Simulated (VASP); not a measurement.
# LiHF2 (R-3m) in VASP: G0W0 quasiparticle levels with r2SCAN

Aim: the G0W0 quasiparticle levels of LiHF2 with r2SCAN.

All numbers are computed with VASP 6.6.1; they aren't measurements. Logs are shortened: lines on timing, memory, paths and dates and some standing lists are left out, and cuts for length are marked.

### 1 The cell of the first run

Symmetry: R-3m, No. 166, trigonal system. Conventional cell: a = 2.935 Å, b = 2.935 Å, c = 13.093 Å, α = 90.00°, β = 90.00°, γ = 120.00°. Li (site symmetry -3m) has 6 F at 1.99 Å within 2.6 Å. Within 1.5 Å of H (site symmetry -3m) lie 2 F at 1.13 Å. Within 1.5 Å of F (site symmetry 3m) lie 1 H at 1.13 Å.

### 2 G0W0 quasiparticle levels, r2SCAN

Input file POSCAR:

```
LiHF2
1.0
    1.4677011457      0.8473776516      4.3644587005
   -1.4677011457      0.8473776516      4.3644587005
    0.0000000000     -1.6947553032      4.3644587005
Li H F
1 1 2
Direct
    0.0000000000      0.0000000000      0.0000000000
    0.5000000000      0.5000000000      0.5000000000
    0.4133992818      0.4133992818      0.4133992818
    0.5866007182      0.5866007182      0.5866007182
```

Input file INCAR.step1:

```
SYSTEM = LiHF2
PREC = Accurate ; ENCUT = 500
EDIFF = 1E-8 ; ISMEAR = 0
SIGMA = 0.01 ; LREAL = .False.
LASPH = .True. ; NELM = 100
ALGO = Normal ; LWAVE = .True.
LCHARG = .False. ; METAGGA = R2SCAN
LMIXTAU = .True.
```

Input file INCAR.step2:

```
SYSTEM = LiHF2
PREC = Accurate ; ENCUT = 500
EDIFF = 1E-8 ; ISMEAR = 0
SIGMA = 0.01 ; LREAL = .False.
LASPH = .True. ; NELM = 1
ALGO = Exact ; LWAVE = .True.
LCHARG = .False. ; METAGGA = R2SCAN
LMIXTAU = .True. ; NBANDS = 60
LOPTICS = .True. ; ISTART = 1
```

Input file INCAR.step3:

```
SYSTEM = LiHF2
PREC = Accurate ; ENCUT = 500
EDIFF = 1E-8 ; ISMEAR = 0
SIGMA = 0.01 ; LREAL = .False.
LASPH = .True. ; ALGO = EVGW0
LWAVE = .False. ; LCHARG = .False.
METAGGA = R2SCAN ; LMIXTAU = .True.
NELMGW = 1 ; NBANDS = 60
ENCUTGW = 80.0 ; NOMEGA = 96
PRECFOCK = Fast ; ISTART = 1
NBANDSGW = 16 ; OMEGAMAX = 20
```

Input file KPOINTS:

```
regular mesh
0
Gamma
  6 6 6
  0 0 0
```

Potentials or basis: VASP PAW PBE potentials, release 64 (Li_GW, H_GW, F_GW).

On the command line:

```sh
cat potpaw_PBE.64/Li_GW/POTCAR potpaw_PBE.64/H_GW/POTCAR potpaw_PBE.64/F_GW/POTCAR > POTCAR
cp INCAR.step1 INCAR
mpirun -np 1 vasp_std > vasp.out
cp INCAR.step2 INCAR
mpirun -np 1 vasp_std > vasp.out
cp INCAR.step3 INCAR
mpirun -np 1 vasp_std > vasp.out
```

OUTCAR:

```text
SYSTEM = LiHF2
   PREC = Accurate
   ENCUT = 500
   EDIFF = 1E-8
   ISMEAR = 0
   LREAL = .False.
   LASPH = .True.
   METAGGA = R2SCAN
   NELMGW = 1
   ENCUTGW = 80.0
   PRECFOCK = Fast
   ISTART = 1

 ion  position               nearest neighbor table
   1  0.000  0.000  0.000-   4 1.99   4 1.99   3 1.99   3 1.99   4 1.99   3 1.99
   2  0.500  0.500  0.500-   3 1.13   4 1.13
   3  0.413  0.413  0.413-   2 1.13   1 1.99   1 1.99   1 1.99
   4  0.587  0.587  0.587-   2 1.13   1 1.99   1 1.99   1 1.99

  LATTYP: Found a trigonal (rhomboedric) cell.
 ALAT       =     4.6819542166
 COS(alpha) =     0.8034600066

  Lattice vectors:

 A1 = (   1.4677011457,   0.8473776516,   4.3644587005)
 A2 = (  -1.4677011457,   0.8473776516,   4.3644587005)
 A3 = (   0.0000000000,  -1.6947553032,   4.3644587005)

Analysis of symmetry for initial positions (statically):
=====================================================================
 Subroutine PRICEL returns:
 Original cell was already a primitive cell.

 Routine SETGRP: Setting up the symmetry group for a
 trigonal (rhombohedral) supercell.

 Subroutine GETGRP returns: Found 12 space group operations
 (whereof 12 operations were pure point group operations)
 out of a pool of 12 trial point group operations.

The static configuration has the point symmetry D_3d.

Analysis of symmetry for dynamics (positions and initial velocities):
=====================================================================
 Subroutine PRICEL returns:
 Original cell was already a primitive cell.

 Routine SETGRP: Setting up the symmetry group for a
 trigonal (rhombohedral) supercell.

 Subroutine GETGRP returns: Found 12 space group operations
 (whereof 12 operations were pure point group operations)
 out of a pool of 12 trial point group operations.

The dynamic configuration has the point symmetry D_3d.

 Subroutine INISYM returns: Found 12 space group operations
 (whereof 12 operations are pure point group operations),
 and found     1 'primitive' translations

----------------------------------------------------------------------------------------

                                     Primitive cell

  volume of cell :      32.5684

  direct lattice vectors                    reciprocal lattice vectors
     1.467701146  0.847377652  4.364458701     0.340668808  0.196685228  0.076374496
    -1.467701146  0.847377652  4.364458701    -0.340668808  0.196685228  0.076374496
     0.000000000 -1.694755303  4.364458701     0.000000000 -0.393370456  0.076374496

  length of vectors
     4.681954217  4.681954217  4.681954217     0.400716083  0.400716083  0.400716083

  position of ions in fractional coordinates (direct lattice)
     0.000000000  0.000000000  0.000000000
     0.500000000  0.500000000  0.500000000
     0.413399282  0.413399282  0.413399282
     0.586600718  0.586600718  0.586600718

  ion indices of the primitive-cell ions
   primitive index   ion index
                 1           1
                 2           2
                 3           3
                 4           4

----------------------------------------------------------------------------------------

 KPOINTS: regular mesh

Automatic generation of k-mesh.
 Grid dimensions read from file:
 generate k-points for:    6    6    6

 Generating k-lattice:

  Cartesian coordinates                     Fractional coordinates (reciprocal lattice)
     0.056778135  0.032780871  0.012729083     0.166666667  0.000000000 -0.000000000
    -0.056778135  0.032780871  0.012729083     0.000000000  0.166666667 -0.000000000
     0.000000000 -0.065561743  0.012729083    -0.000000000 -0.000000000  0.166666667

  Length of vectors
     0.066786014  0.066786014  0.066786014

  Shift w.r.t. Gamma in fractional coordinates (k-lattice)
     0.000000000  0.000000000  0.000000000

 Subroutine IBZKPT returns following result:
 ===========================================

 Found     32 irreducible k-points:

 Following reciprocal coordinates:
            Coordinates               Weight
  0.000000  0.000000  0.000000      1.000000
  0.166667  0.000000  0.000000      6.000000
  0.333333 -0.000000  0.000000      6.000000
  0.500000 -0.000000  0.000000      3.000000
  0.166667  0.166667  0.000000      6.000000
  0.333333  0.166667  0.000000     12.000000
[... 16 lines left out ...]
  0.500000  0.500000  0.166667      6.000000
 -0.333333  0.500000  0.166667     12.000000
 [... further k-points ...]
   k-points           NKPTS =     32   k-points in BZ     NKDIM =    216   number of bands    NBANDS=     60
   number of dos      NEDOS =    301   number of ions     NIONS =      4
   total plane-waves  NPLWV =  46656
   dimension x,y,z NGX =    36 NGY =   36 NGZ =   36
   dimension x,y,z NGXF=    72 NGYF=   72 NGZF=   72
   ions per type =               1   1   2
   NGX,Y,Z   is equivalent  to a cutoff of  12.78, 12.78, 12.78 a.u.
   NGXF,Y,Z  is equivalent  to a cutoff of  25.57, 25.57, 25.57 a.u.
 SYSTEM =  LiHF2
   PREC   = accura    normal or accurate (medium, high low for compatibility)
   ISTART =      1    job   : 0-new  1-cont  2-samecut
   ICHARG =      0    charge: 1-file 2-atom 10-const
   ISPIN  =      1    spin polarized calculation?
   LNONCOLLINEAR =      F non collinear calculations
   LSORBIT =      F    spin-orbit coupling
   LASPH  =      T    aspherical Exc in radial PAW
   ENCUT  =  500.0 eV  36.75 Ry    6.06 a.u.   8.54  8.54  8.54*2*pi/ulx,y,z
   NELM   =     60;   NELMIN=  2; NELMDL=  0     # of ELM steps
   EDIFF  = 0.1E-07   stopping-criterion for ELM
   LREAL  =      F    real-space projection
   EDIFFG = 0.1E-06   stopping-criterion for IOM
   NSW    =      0    number of steps for IOM
   IBRION =     -1    ionic relax: 0-MD 1-quasi-New 2-CG
   NFREE  =      0    steps in history (QN), initial steepest desc. (CG)
   ISIF   =      0    stress and relaxation
   ISYM   =      3    0-nonsym 1-usesym 2-fastsym
   POTIM  = 0.5000    time-step for ionic-motion
   TEBEG  =    0.0;   TEEND  =   0.0 temperature during run
   PSTRESS=    0.0 pullay stress
   NELECT =      16.0000    total number of electrons
   NUPDOWN=      -1.0000    fix difference up-down
   EMIN   =  10.00;   EMAX   =-10.00  energy-range for DOS
   EFERMI =   0.00;   METHOD = LEGACY
   ISMEAR =     0;   SIGMA  =   0.01  broadening in eV -4-tet -1-fermi 0-gaus
   EFERMI_NEDOS =   21; number of points for ismear=-14 and -15
   IALGO  =     38    algorithm
   IMIX   =      4    mixing-type and parameters
     AMIX     =   0.40;   BMIX     =  1.00
     AMIX_MAG =   1.60;   BMIX_MAG =  1.00
  volume/ion in A,a.u.               =       8.14        54.95
  Fermi-wavevector in a.u.,A,eV,Ry     =   1.291763  2.441078 22.703373  1.668651
  Thomas-Fermi vector in A             =   2.423512
   LORBIT       =      0    0 simple, 1 ext, 2 COOP (PROOUT), +10 PAW based schemes
   METAGGA = R2SCAN    functional components
   LHFCALC =     T    Hartree Fock is set to
   PRECFOCK=fast      Normal, Fast or Accurate (Low or Medium for compatibility)
   ENCUT4O =  -1.0   cutoff for four orbital integrals eV
   NKREDX  =     1    reduce k-point grid by
   NKREDY  =     1    reduce k-point grid by
   NKREDZ  =     1    reduce k-point grid by
   AEXX    =    1.0000 exact exchange contribution
   HFSCREEN=    0.0000 screening length (either q_TF or 0.3 A-1)
   HFSCREENC=   0.0000 screening length for correlation (either q_TF or 0.3 A-1)
   ENCUTFOCK=  -1.0 apply spherical cutoff to Coloumb kernel
   IVDW    =     0    specifies the selected vdW correction
   LEPSILON=     F    determine dielectric tensor
   LRPA    =     F    only Hartree local field effects (RPA)
   LRPAFORCE           =     F    calculate RPA forces
   ENCUTGW             =  80.0    cutoff for response function in eV
   ENCUTGWSOFT         =  64.0    soft cutoff for Coulomb kernel in GW response function in eV
   ENCUTLF             =  -1.0    cutoff for local field effects
   NELMGW              =     1    number of iterations in solving QP/BSE equation
   NELMHF              =     1    number of iterations in the inner HF iteration
   NKREDLFX            =     1    NKREDLFY  =   1   NKREDLFZ  =   1
 non-spin polarized calculation
 Gauss-broadening in eV      SIGMA  =   0.01
  energy-cutoff  :      500.00
  volume of cell :       32.57
 maximum number of plane-waves:       861
 NGX is ok and might be reduce to    36
  NGX = 20; NGY = 20; NGZ = 20
   NGX = 17   NGY = 17   NGZ = 17
 maximum number of plane-waves:        61
 NGX is ok and might be reduce to    14

 QP shifts <psi_nk| G(iteration)W_0 |psi_nk>: iteration 1
 for sc-GW calculations column KS-energies equals QP-energies in previous step
 and V_xc(KS)=  KS-energies - (<T + V_ion + V_H > + <T+V_H+V_ion>^1  + <V_x>^1)

 k-point   1 :       0.0000    0.0000    0.0000
  band No.  KS-energies  QP-energies   sigma(KS)   V_xc(KS)     V^pw_x(r,r')   Z            occupation Imag(sigma)

      1     -26.4153     -30.4141     -28.7045     -24.1185     -36.4579       0.8720       2.0000       1.0414
      2     -24.9108     -28.3985     -29.7557     -25.3218     -37.5305       0.7866       2.0000       0.8178
      3      -9.9852     -12.7578     -23.2652     -19.8892     -27.6030       0.8213       2.0000       0.0646
      4      -4.5378      -6.9869     -26.3234     -23.4057     -30.7723       0.8394       2.0000       0.0402
      5      -4.5378      -6.9869     -26.3234     -23.4057     -30.7723       0.8394       2.0000       0.0402
      6      -4.3396      -6.7865     -26.5543     -23.6382     -31.0061       0.8391       2.0000       0.0400
[... 8 lines left out ...]
     15      21.2624      22.7252      -5.4160      -7.0622      -2.2631       0.8885       0.0000      -0.0650
     16      21.2624      22.7252      -5.4160      -7.0622      -2.2631       0.8885       0.0000      -0.0650

 k-point   2 :       0.1667    0.0000    0.0000
  band No.  KS-energies  QP-energies   sigma(KS)   V_xc(KS)     V^pw_x(r,r')   Z            occupation Imag(sigma)

      1     -26.3318     -30.2784     -28.7859     -24.2233     -36.5470       0.8650       2.0000       1.0273
      2     -24.8728     -28.3536     -29.8066     -25.3737     -37.5774       0.7852       2.0000       0.8110
      3      -9.8538     -12.6028     -23.3863     -20.0404     -27.7269       0.8216       2.0000       0.0639
      4      -5.1835      -7.7728     -25.3405     -22.2532     -29.6597       0.8387       2.0000       0.0415
      5      -4.7043      -7.1969     -25.9730     -23.0065     -30.3177       0.8402       2.0000       0.0397
      6      -4.6318      -7.1152     -26.1833     -23.2240     -30.6195       0.8392       2.0000       0.0406
[... 8 lines left out ...]
     15      17.6828      19.2524      -4.9873      -6.7429      -1.9189       0.8941       0.0000      -0.0401
     16      21.2824      22.8650      -6.0228      -7.8164      -2.8090       0.8823       0.0000      -0.0772

 k-point   3 :       0.3333   -0.0000    0.0000
  band No.  KS-energies  QP-energies   sigma(KS)   V_xc(KS)     V^pw_x(r,r')   Z            occupation Imag(sigma)

      1     -26.1592     -30.0125     -28.9661     -24.4508     -36.7415       0.8534       2.0000       0.9964
      2     -24.8054     -28.2847     -29.9079     -25.4772     -37.6721       0.7853       2.0000       0.8002
      3      -9.5922     -12.2953     -23.6312     -20.3455     -27.9806       0.8227       2.0000       0.0625
      4      -6.2018      -9.0126     -24.0581     -20.6965     -28.2810       0.8361       2.0000       0.0466
      5      -5.3312      -7.9925     -25.0869     -21.9109     -29.3927       0.8380       2.0000       0.0422
      6      -4.8012      -7.3409     -25.9506     -22.9222     -30.3666       0.8387       2.0000       0.0411
[... 394 lines left out ...]
      1     -25.9951     -29.7025     -29.0950     -24.6201     -36.8714       0.8285       2.0000       0.9516
      2     -25.0183     -28.5341     -29.6746     -25.2054     -37.4410       0.7867       2.0000       0.8271
      3      -8.9428     -11.5598     -24.2457     -21.0820     -28.5786       0.8272       2.0000       0.0581
      4      -6.3210      -9.0725     -23.9387     -20.6528     -28.0647       0.8374       2.0000       0.0455
      5      -5.5479      -8.1580     -25.0075     -21.8971     -29.1988       0.8392       2.0000       0.0414
      6      -5.1790      -7.7721     -25.6139     -22.5159     -30.0240       0.8370       2.0000       0.0426
[... 8 lines left out ...]
     15      17.2761      19.3658      -6.0922      -8.4389      -2.9481       0.8905       0.0000      -0.0363
     16      21.0187      22.7578      -6.6290      -8.6074      -3.3760       0.8790       0.0000      -0.0809

 k-point  24 :      -0.3333    0.5000    0.1667
  band No.  KS-energies  QP-energies   sigma(KS)   V_xc(KS)     V^pw_x(r,r')   Z            occupation Imag(sigma)

      1     -25.9468     -29.6362     -29.1686     -24.7032     -36.9480       0.8262       2.0000       0.9442
      2     -24.9306     -28.4370     -29.7791     -25.3228     -37.5427       0.7868       2.0000       0.8172
      3      -8.9947     -11.6179     -24.2004     -21.0234     -28.5471       0.8257       2.0000       0.0587
      4      -6.3904      -9.1812     -23.8483     -20.5114     -28.0106       0.8364       2.0000       0.0468
      5      -5.8030      -8.4661     -24.6875     -21.5114     -28.8682       0.8385       2.0000       0.0430
      6      -5.5255      -8.2091     -25.0894     -21.8806     -29.4452       0.8363       2.0000       0.0441
[... 8 lines left out ...]
     15      17.1969      19.2161      -6.4035      -8.6745      -3.2697       0.8891       0.0000      -0.0379
     16      20.0085      21.7193      -5.9976      -7.9389      -2.7213       0.8813       0.0000      -0.0687

 [... further k-points ...]
```

Run time: 43 min. Hardware: 1 thread of Intel Xeon Platinum 8375C at 2.90GHz (Ice Lake), shared host; peak memory 0.64 GiB.

What came out:

```yaml
Quasiparticle_gap: 13.07 eV
Least_direct_quasiparticle_gap: 13.07 eV
Band_gap_of_the_starting_levels_on_the_mesh: 9.20 eV
Least_direct_gap_of_the_starting_levels_on_the_mesh: 9.42 eV
```

Caveat: the k points lie up to 0.42 Å⁻¹ apart; bands, screening cutoff and mesh are small and nothing is extrapolated, so the quasiparticle values aren't converged.
